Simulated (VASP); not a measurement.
# Li (I4_1/amd) in VASP: notebook

Li is run at these levels: PBE; tasks: single point.

All numbers are computed with VASP 6.6.1; they aren't measurements. Logs are shortened: lines on timing, memory, paths and dates and some standing lists are left out, and cuts for length are marked.

## 1. The cell of the first run

The structure is tetragonal, space group I4_1/amd (No. 141). Conventional cell: a = 3.814 Å, b = 3.814 Å, c = 2.235 Å, α = 90.00°, β = 90.00°, γ = 90.00°. Li (site symmetry -4m2) has 10 Li at 1.99 to 2.54 Å within 2.6 Å.

## 2. Single point, PBE

INCAR

```
PREC = Accurate
ENCUT = 520
EDIFF = 1E-6
ISMEAR = -1
SIGMA = 0.08
LREAL = F
LASPH = T
NELM = 80
ALGO = Normal
ISIF = 2
LWAVE = F
LCHARG = F
GGA = PE
NBANDS = 10
```

KPOINTS

```
Automatic mesh
0
Gamma
  15 15 15
```

POSCAR

```
Li
1.0
   -1.9072443212      1.9072443212      1.1174614681
    1.9072443212     -1.9072443212      1.1174614681
    1.9072443212      1.9072443212     -1.1174614681
Li
2
Direct
   -0.3750000000     -0.1250000000     -0.2500000000
    0.3750000000      0.1250000000      0.2500000000
```

Potentials or basis: VASP PAW PBE potentials, release 64 (Li_sv).

On the command line:

```bash
$ cat potpaw_PBE.64/Li_sv/POTCAR > POTCAR
$ mpirun -np 1 vasp_std > vasp.out
```

OUTCAR:

```text
PREC = Accurate
   ENCUT = 520
   EDIFF = 1E-6
   ISMEAR = -1
   LREAL = F
   LASPH = T
   NELM = 80
   ISIF = 2
   GGA = PE

 ion  position               nearest neighbor table
   1  0.625  0.875  0.750-   2 1.99   2 1.99   2 1.99   2 1.99   2 2.54   2 2.54   2 2.54   2 2.54

   2  0.375  0.125  0.250-   1 1.99   1 1.99   1 1.99   1 1.99   1 2.54   1 2.54   1 2.54   1 2.54

  LATTYP: Found a body centered tetragonal cell.
 ALAT       =     3.8144886424
 C/A-ratio  =     0.5859036809

  Lattice vectors:

 A1 = (  -1.9072443212,   1.9072443212,   1.1174614681)
 A2 = (   1.9072443212,  -1.9072443212,   1.1174614681)
 A3 = (   1.9072443212,   1.9072443212,  -1.1174614681)

Analysis of symmetry for initial positions (statically):
=====================================================================
 Subroutine PRICEL returns:
 Original cell was already a primitive cell.

 Routine SETGRP: Setting up the symmetry group for a
 body centered tetragonal supercell.

 Subroutine GETGRP returns: Found 16 space group operations
 (whereof  4 operations were pure point group operations)
 out of a pool of 16 trial point group operations.

The static configuration has the point symmetry C_2h.
 The point group associated with its full space group is D_4h.

Analysis of symmetry for dynamics (positions and initial velocities):
=====================================================================
 Subroutine PRICEL returns:
 Original cell was already a primitive cell.

 Routine SETGRP: Setting up the symmetry group for a
 body centered tetragonal supercell.

 Subroutine GETGRP returns: Found 16 space group operations
 (whereof  4 operations were pure point group operations)
 out of a pool of 16 trial point group operations.

The dynamic configuration has the point symmetry C_2h.
 The point group associated with its full space group is D_4h.

 Subroutine INISYM returns: Found 16 space group operations
 (whereof  4 operations are pure point group operations),
 and found     1 'primitive' translations

----------------------------------------------------------------------------------------

                                     Primitive cell

  volume of cell :      16.2594

  direct lattice vectors                    reciprocal lattice vectors
    -1.907244321  1.907244321  1.117461468     0.000000000  0.262158337  0.447442721
     1.907244321 -1.907244321  1.117461468     0.262158337  0.000000000  0.447442721
[... 86 lines left out ...]
   LREAL  =      F    real-space projection
   EDIFFG = 0.1E-04   stopping-criterion for IOM
   NSW    =      0    number of steps for IOM
   IBRION =     -1    ionic relax: 0-MD 1-quasi-New 2-CG
   NFREE  =      0    steps in history (QN), initial steepest desc. (CG)
   ISIF   =      2    stress and relaxation
   ISYM   =      2    0-nonsym 1-usesym 2-fastsym
   POTIM  = 0.5000    time-step for ionic-motion
   TEBEG  =    0.0;   TEEND  =   0.0 temperature during run
   PSTRESS=    0.0 pullay stress
   NELECT =       6.0000    total number of electrons
   NUPDOWN=      -1.0000    fix difference up-down
   EMIN   =  10.00;   EMAX   =-10.00  energy-range for DOS
   EFERMI =   0.00;   METHOD = LEGACY
   ISMEAR =    -1;   SIGMA  =   0.08  broadening in eV -4-tet -1-fermi 0-gaus
   EFERMI_NEDOS =   21; number of points for ismear=-14 and -15
   IALGO  =     38    algorithm
   IMIX   =      4    mixing-type and parameters
     AMIX     =   0.40;   BMIX     =  1.00
     AMIX_MAG =   1.60;   BMIX_MAG =  1.00
  volume/ion in A,a.u.               =       8.13        54.86
  Fermi-wavevector in a.u.,A,eV,Ry     =   1.174240  2.218992 18.760249  1.378839
  Thomas-Fermi vector in A             =   2.310640
   LORBIT       =      0    0 simple, 1 ext, 2 COOP (PROOUT), +10 PAW based schemes
   GGA     = PE    functional components
   LHFCALC =     F    Hartree Fock is set to
   AEXX    =    0.0000 exact exchange contribution
   IVDW    =     0    specifies the selected vdW correction
   LEPSILON=     F    determine dielectric tensor
   LRPA    =     F    only Hartree local field effects (RPA)
 non-spin polarized calculation
  energy-cutoff  :      520.00
  volume of cell :       16.26
 maximum number of plane-waves:       453
 NGX is ok and might be reduce to    24

 number of electron       5.9999993 magnetization

 Free energy of the ion-electron system (eV)
  ---------------------------------------------------
  ext. energy  EPLUGINS =         0.00000000
  ---------------------------------------------------
  free energy    TOTEN  =        -1.59784334 eV

  energy without entropy =       -1.58469793  energy(sigma->0) =       -1.59127063

 E-fermi :   4.2409     XC(G=0):  -9.6901

 val. band max:        4.2399939551   @ k =   0.2667   0.2667   0.0000
 cond. band min:       4.2605642592   @ k =   0.2667   0.2000   0.1333
 fundamental gap:      0.0205703041
 Fermi energy:         4.2409303774

 k-point     1 :       0.0000    0.0000    0.0000
  band No.  band energies     occupation
      1     -41.7667      2.00000
      2     -40.9533      2.00000
      3       0.5271      2.00000
      4      11.7822      0.00000
      5      11.7823      0.00000
      6      15.3534      0.00000
      7      23.3755      0.00000
      8      27.6215      0.00000
      9      27.6912      0.00000
     10      29.0414      0.00000
[... 287 lines left out ...]
 k-point    24 :       0.2000    0.1333    0.0000
  band No.  band energies     occupation
      1     -41.5049      2.00000
      2     -40.9725      2.00000
      3       2.0375      2.00000
      4      11.2200      0.00000
      5      13.6689      0.00000
      6      14.4239      0.00000
      7      17.4402      0.00000
      8      19.3851      0.00000
      9      21.5361      0.00000
     10      23.5802      0.00000

 [... further k-points ...]
[... 5 lines left out ...]
  --------------------------------------------------------------------------------------
  -------------------------------------------------------------------------------------
  Total        5.3674245      5.3674245      5.4394142      0.0000000     -0.0000000      0.0000000
  in kB      528.8972651    528.8972651    535.9910105      0.0000000     -0.0000000      0.0000000
  external PRESSURE =     531.2618469 kB  Pullay stress =       0.0000000 kB

 VOLUME and BASIS-vectors are now :
 -----------------------------------------------------------------------------
  energy-cutoff  :      520.00
  volume of cell :       16.26
      direct lattice vectors                 reciprocal lattice vectors
    -1.907244321  1.907244321  1.117461468     0.000000000  0.262158337  0.447442721
     1.907244321 -1.907244321  1.117461468     0.262158337  0.000000000  0.447442721
     1.907244321  1.907244321 -1.117461468     0.262158337  0.262158337  0.000000000

 POSITION                                       TOTAL-FORCE (eV/Angst)
 -----------------------------------------------------------------------------------
      1.90724      0.95362      0.83810         0.000000      0.000000     -0.000000
      0.00000      0.95362      0.27937        -0.000000     -0.000000      0.000000
 -----------------------------------------------------------------------------------
    total drift:                               -0.000000      0.000000      0.000000

  FREE ENERGIE OF THE ION-ELECTRON SYSTEM (eV)
  ---------------------------------------------------
  free  energy   TOTEN  =        -1.5978433359 eV

  energy  without entropy=       -1.5846979280  energy(sigma->0) =       -1.59127063
```

OSZICAR:

```text
N       E                     dE             d eps       ncg     rms          rms(c)
DAV:   1     0.227887016149E+02    0.22789E+02   -0.32568E+03  5808   0.656E+02
DAV:   2    -0.620685231874E+00   -0.23409E+02   -0.22115E+02  8518   0.118E+02
DAV:   3    -0.150210584856E+01   -0.88142E+00   -0.86120E+00  7424   0.238E+01
DAV:   4    -0.153057367281E+01   -0.28468E-01   -0.28314E-01  7850   0.247E+00
DAV:   5    -0.153074522412E+01   -0.17155E-03   -0.17154E-03  7170   0.165E-01    0.184E+00
DAV:   6    -0.156718921549E+01   -0.36444E-01   -0.97707E-03  7092   0.541E-01    0.119E+00
DAV:   7    -0.159776451764E+01   -0.30575E-01   -0.43574E-02  5900   0.117E+00    0.103E-01
DAV:   8    -0.159782842541E+01   -0.63908E-04   -0.80000E-04  7598   0.216E-01    0.170E-02
DAV:   9    -0.159784234718E+01   -0.13922E-04   -0.41145E-05  6842   0.674E-02    0.258E-03
DAV:  10    -0.159784368773E+01   -0.13406E-05   -0.36478E-06  8376   0.131E-02    0.332E-03
DAV:  11    -0.159784333587E+01    0.35186E-06   -0.96161E-07  6316   0.777E-03
   1 F= -.15978433E+01 E0= -.15912706E+01  d E =-.131454E-01
```

stdout:

```text
POSCAR found type information on POSCAR Li
 POSCAR found :  1 types and       2 ions
 scaLAPACK will be used
 LDA part: xc-table for (Slater+PW92), standard interpolation
 POSCAR, INCAR and KPOINTS ok, starting setup
 FFT: planning ... GRIDC
 FFT: planning ... GRID_SOFT
 FFT: planning ... GRID
 WAVECAR not read
 entering main loop
```

Run time: 13 s. Hardware: 1 thread of Intel Xeon 6975P-C (Granite Rapids), shared host; peak memory 0.15 GiB.

What came out:

```yaml
Free_energy: -1.5978 eV
Band_gap_on_the_k_mesh: zero (band 3 reaches 6.44 eV, above the bottom of band 4 at 3.11 eV)
```

Caveat: the cutoff is under 1.25 times the usual one of these potentials, so pressure, stress and relaxed cells hold a basis-set (Pulay) error.

## 3. Single point, PBE

INCAR

```
PREC = Accurate
ENCUT = 520
EDIFF = 1E-6
ISMEAR = -1
SIGMA = 0.08
LREAL = False
LASPH = True
NELM = 60
ALGO = Normal
ISIF = 2
LWAVE = False
LCHARG = True
GGA = PE
LELF = True
LVHAR = True
NBANDS = 10
```

KPOINTS

```
regular mesh
0
Gamma
  15 15 15
```

POSCAR

```
Li
1.0
   -1.9072443212      1.9072443212      1.1174614682
    1.9072443212     -1.9072443212      1.1174614682
    1.9072443212      1.9072443212     -1.1174614682
Li
2
Direct
   -0.3750000000     -0.1250000000     -0.2500000000
    0.3750000000      0.1250000000      0.2500000000
```

Potentials or basis: VASP PAW PBE potentials, release 64 (Li_sv).

On the command line:

```bash
$ cat potpaw_PBE.64/Li_sv/POTCAR > POTCAR
$ mpirun -np 1 vasp_std > vasp.out
```

Run time: 13 s. Hardware: 1 thread of Intel Xeon 6975P-C (Granite Rapids), shared host; peak memory 0.15 GiB.

It converged, with:

| Item | Value |
| --- | --- |
| Free energy | -1.5978 eV |
| Band gap on the k mesh | zero (band 3 reaches 6.44 eV, above the bottom of band 4 at 3.11 eV) |

Levels at points of the mesh, in eV from the Fermi level:
```csv
k point,band 1,band 2,band 3,band 4,band 5,band 6
"(0.00, 0.00, 0.00)",-46.01,-45.19,-3.71,7.54,7.54,11.11
```

Caveat: the cutoff is under 1.25 times the usual one of these potentials, so pressure, stress and relaxed cells hold a basis-set (Pulay) error.

## 4. Single point, PBE

INCAR

```
SYSTEM = Li
PREC = Accurate ; ENCUT = 520
EDIFF = 1E-6 ; ISMEAR = -1
SIGMA = 0.08 ; LREAL = .False.
LASPH = .True. ; NELM = 80
ALGO = Normal ; ISIF = 2
LWAVE = .False. ; LCHARG = .False.
GGA = PE ; NBANDS = 10
```

KPOINTS

```
regular mesh
0
Gamma
  15 15 15
  0 0 0
```

POSCAR is that of step 3.

On the command line:

```bash
$ cat potpaw_PBE.64/Li_sv/POTCAR > POTCAR
$ mpirun -np 1 vasp_std > vasp.out
```

Wall time 13 s (1 thread of Intel Xeon 6975P-C (Granite Rapids), shared host); peak memory 0.15 GiB.

The run converged. Its results:

* Free energy: -1.5978 eV
* Band gap on the k mesh: zero (band 3 reaches 6.44 eV, above the bottom of band 4 at 3.11 eV)

Levels at points of the mesh, in eV from the Fermi level:
```
           k point  band 1  band 2  band 3  band 4  band 5  band 6
(0.00, 0.00, 0.00)  -46.01  -45.19   -3.71    7.54    7.54   11.11
```

Caveat: the cutoff is under 1.25 times the usual one of these potentials, so pressure, stress and relaxed cells hold a basis-set (Pulay) error.

## 5. Single point, PBE

This run uses another cell than the first one, of 10.16 Å³/atom, 1.250 times its volume.

INCAR

```
PREC = Accurate ; ENCUT = 520
EDIFF = 1E-6 ; ISMEAR = -1
SIGMA = 0.08 ; LREAL = F
LASPH = T ; NELM = 80
ALGO = Normal ; ISIF = 2
LWAVE = F ; LCHARG = F
GGA = PE ; NBANDS = 10
```

KPOINTS

```
Automatic mesh
0
Gamma
  15 15 15
```

POSCAR

```
Li
1.0
   -2.0887067219      2.0887067219      1.1646630626
    2.0887067219     -2.0887067219      1.1646630626
    2.0887067219      2.0887067219     -1.1646630626
Li
2
Direct
   -0.3750000000     -0.1250000000     -0.2500000000
    0.3750000000      0.1250000000      0.2500000000
```

Potentials or basis: VASP PAW PBE potentials, release 64 (Li_sv).

On the command line:

```bash
$ cat potpaw_PBE.64/Li_sv/POTCAR > POTCAR
$ mpirun -np 1 vasp_std > vasp.out
```

OUTCAR:

```text
PREC = Accurate
   ENCUT = 520
   EDIFF = 1E-6
   ISMEAR = -1
   LREAL = F
   LASPH = T
   NELM = 80
   ISIF = 2
   GGA = PE

 ion  position               nearest neighbor table
   1  0.625  0.875  0.750-   2 2.17   2 2.17   2 2.17   2 2.17
   2  0.375  0.125  0.250-   1 2.17   1 2.17   1 2.17   1 2.17

  LATTYP: Found a body centered tetragonal cell.
 ALAT       =     4.1774134438
 C/A-ratio  =     0.5576000931

  Lattice vectors:

 A1 = (  -2.0887067219,   2.0887067219,   1.1646630626)
 A2 = (   2.0887067219,  -2.0887067219,   1.1646630626)
 A3 = (   2.0887067219,   2.0887067219,  -1.1646630626)

Analysis of symmetry for initial positions (statically):
=====================================================================
 Subroutine PRICEL returns:
 Original cell was already a primitive cell.

 Routine SETGRP: Setting up the symmetry group for a
 body centered tetragonal supercell.

 Subroutine GETGRP returns: Found 16 space group operations
 (whereof  4 operations were pure point group operations)
 out of a pool of 16 trial point group operations.

The static configuration has the point symmetry C_2h.
[... 163 lines left out ...]

 val. band max:        3.1461609394   @ k =  -0.4667   0.3333   0.0667
 cond. band min:       3.1538659838   @ k =  -0.4667   0.3333   0.0000
 fundamental gap:      0.0077050444
 Fermi energy:         3.1481687545

 k-point     1 :       0.0000    0.0000    0.0000
  band No.  band energies     occupation
      1     -42.8281      2.00000
      2     -42.4229      2.00000
      3      -0.8323      2.00000
      4       9.1436      0.00000
      5       9.1436      0.00000
      6      12.3736      0.00000
      7      19.0713      0.00000
      8      23.9937      0.00000
      9      23.9937      0.00000
     10      24.3811      0.00000
[... 287 lines left out ...]
 k-point    24 :       0.2000    0.1333   -0.0000
  band No.  band energies     occupation
      1     -42.6784      2.00000
      2     -42.4134      2.00000
      3       0.9860      2.00000
      4       9.0124      0.00000
      5      11.4248      0.00000
      6      11.9513      0.00000
      7      14.6045      0.00000
      8      16.2523      0.00000
      9      17.9880      0.00000
     10      19.5027      0.00000

 [... further k-points ...]
[... 5 lines left out ...]
  --------------------------------------------------------------------------------------
  -------------------------------------------------------------------------------------
  Total        3.5196693      3.5196693      3.5609301     -0.0000000     -0.0000000      0.0000000
  in kB      277.4579793    277.4579793    280.7105957     -0.0000000     -0.0000000      0.0000000
  external PRESSURE =     278.5421848 kB  Pullay stress =       0.0000000 kB

 VOLUME and BASIS-vectors are now :
 -----------------------------------------------------------------------------
  energy-cutoff  :      520.00
  volume of cell :       20.32
      direct lattice vectors                 reciprocal lattice vectors
    -2.088706722  2.088706722  1.164663063     0.000000000  0.239382578  0.429308713
     2.088706722 -2.088706722  1.164663063     0.239382578  0.000000000  0.429308713
     2.088706722  2.088706722 -1.164663063     0.239382578  0.239382578  0.000000000

 POSITION                                       TOTAL-FORCE (eV/Angst)
 -----------------------------------------------------------------------------------
      2.08871      1.04435      0.87350         0.000000     -0.000000      0.000000
     -0.00000      1.04435      0.29117        -0.000000      0.000000     -0.000000
 -----------------------------------------------------------------------------------
    total drift:                               -0.000000      0.000000      0.000000

  FREE ENERGIE OF THE ION-ELECTRON SYSTEM (eV)
  ---------------------------------------------------
  free  energy   TOTEN  =        -2.5952392822 eV

  energy  without entropy=       -2.5759676351  energy(sigma->0) =       -2.58560346
```

stdout:

```text
POSCAR found type information on POSCAR Li
 POSCAR found :  1 types and       2 ions
 scaLAPACK will be used
 LDA part: xc-table for (Slater+PW92), standard interpolation
 POSCAR, INCAR and KPOINTS ok, starting setup
 FFT: planning ... GRIDC
 FFT: planning ... GRID_SOFT
 FFT: planning ... GRID
 WAVECAR not read
 entering main loop
```

Wall time 13 s (1 thread of Intel Xeon 6975P-C (Granite Rapids), shared host); peak memory 0.16 GiB.

What came out:

```
Free energy            : -2.5952 eV
Band gap on the k mesh : zero (band 3 reaches 5.09 eV, above the bottom of band 4 at 1.69 eV)
```

Caveat: the cutoff is under 1.25 times the usual one of these potentials, so pressure, stress and relaxed cells hold a basis-set (Pulay) error.
